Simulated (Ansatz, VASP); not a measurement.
**Cd in VASP and in Ansatz**

File INCAR:

```
PREC     = Accurate       # precision mode
ENCUT    = 520            # plane-wave cutoff, eV
EDIFF    = 1E-6           # SCF threshold, eV
ISMEAR   = -1             # smearing method
SIGMA    = 0.05           # smearing width, eV
LREAL    = F              # projectors in reciprocal space
LASPH    = T              # aspherical terms in the spheres
NELM     = 80             # most SCF steps
ALGO     = Normal         # electronic algorithm
ISIF     = 2              # what is computed and relaxed
LWAVE    = F              # write WAVECAR
LCHARG   = F              # write CHGCAR
GGA      = RP             # functional
NBANDS   = 32             # bands
```

KPOINTS

```
regular mesh
0
Gamma
  6 6 2
```

The input POSCAR:

```
Cd
1.0
    3.0930676374      0.0000000000      0.0000000000
   -1.5465338187      2.6786751496      0.0000000000
    0.0000000000      0.0000000000     10.4307369600
Cd
4
Direct
    0.6666666667      0.3333333333      0.7500000000
    0.0000000000      0.0000000000      0.5000000000
    0.3333333333      0.6666666667      0.2500000000
    0.0000000000      0.0000000000      0.0000000000
```

File input.yaml:

```yaml
crystal:
  lattice:
    - [3.0930676374, 0.0, 0.0]
    - [-1.5465338187, 2.6786751496, 0.0]
    - [0.0, 0.0, 10.43073696]
  atoms:
    - { symbol: Cd, position: [0.6666666667, 0.3333333333, 0.75] }
    - { symbol: Cd, position: [0.0, 0.0, 0.5] }
    - { symbol: Cd, position: [0.3333333333, 0.6666666667, 0.25] }
    - { symbol: Cd, position: [0.0, 0.0, 0.0] }
hamiltonian:
  xc: rpbe
  pseudopotentials: { kind: paw }
kpoints:
  mp_grid: { grid: [6, 6, 2] }
scf:
  occupations: { method: fermi_dirac, width: 0.05 }
  n_extra_bands: 10
output:
  forces: true
  stress: true
  eigenvalues: true
  dos: { projected: true, de: 0.05, nscf_kmesh: { grid: [9, 9, 3] } }
```

Alike in both runs: functional RPBE; k mesh 6 × 6 × 2; occupations fermi-dirac, width 0.05 eV; no spin polarisation.

```csv
,VASP,Ansatz
version,VASP 6.6.1,Ansatz 0.2.0
potentials or method,"VASP PAW PBE potentials, release 64 (Cd)",Ansatz PAW
plane-wave cutoff (eV),520,420
valence electrons in the cell,48,80
task,single point,projected density of states
```

```csv
,VASP,Ansatz,Ansatz less VASP
gap on the k mesh at the Fermi level (eV),none,none,-
pressure (GPa),6.0,5.7,-0.30
"traceless stress, the component that is largest in VASP (GPa)",2.91,3.00,+0.082
```

VASP's potentials were made for PBE, not for RPBE. A gap of «none» marks a metal or a gap that the smearing closes. The functional is the same, so the differences come from potentials, cutoffs and numerics. VASP's potentials hold 48 valence electrons a cell and Ansatz's 80, so a difference there can come from the potentials and not from the codes.

The k mesh is coarse, so the values compare programs but aren't converged.
